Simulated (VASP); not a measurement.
A run of VASP 6.6.1:

Contents of INCAR:

```
ALGO = Normal ; EDIFF = 1E-6
EDIFFG = -0.005 ; ENCUT = 600
GGA = PE ; IBRION = 2
ISIF = 3 ; ISMEAR = -1
LASPH = T ; LCHARG = F
LREAL = F ; LWAVE = F
NELM = 80 ; NSW = 80
PREC = Accurate ; SIGMA = 0.02
```

KPOINTS

```
k-points
0
Gamma
  6 6 6
```

POSCAR

```
BaS
1.0
    3.9769353011      0.0000000000      0.0000000000
    0.0000000000      3.9769353011      0.0000000000
    0.0000000000      0.0000000000      3.9769353011
Ba S
1 1
Direct
    0.0000000000      0.0000000000      0.0000000000
    0.5000000000      0.5000000000      0.5000000000
```

Potentials or basis: VASP PAW PBE potentials, release 64 (Ba_sv, S).

Command:

```console
$ cat potpaw_PBE.64/Ba_sv/POTCAR potpaw_PBE.64/S/POTCAR > POTCAR
$ mpirun -np 1 vasp_std > vasp.out
```

Hardware: 1 thread of Intel Xeon 8259CL, with other jobs on the host.

Problem. Estimate the wall time of this run.

Solution. It took 41 s on 1 thread of Intel Xeon 8259CL, with other jobs on the host, peak memory 0.2 GiB. Counts: scf iterations 29, k points 20, ion steps 3.
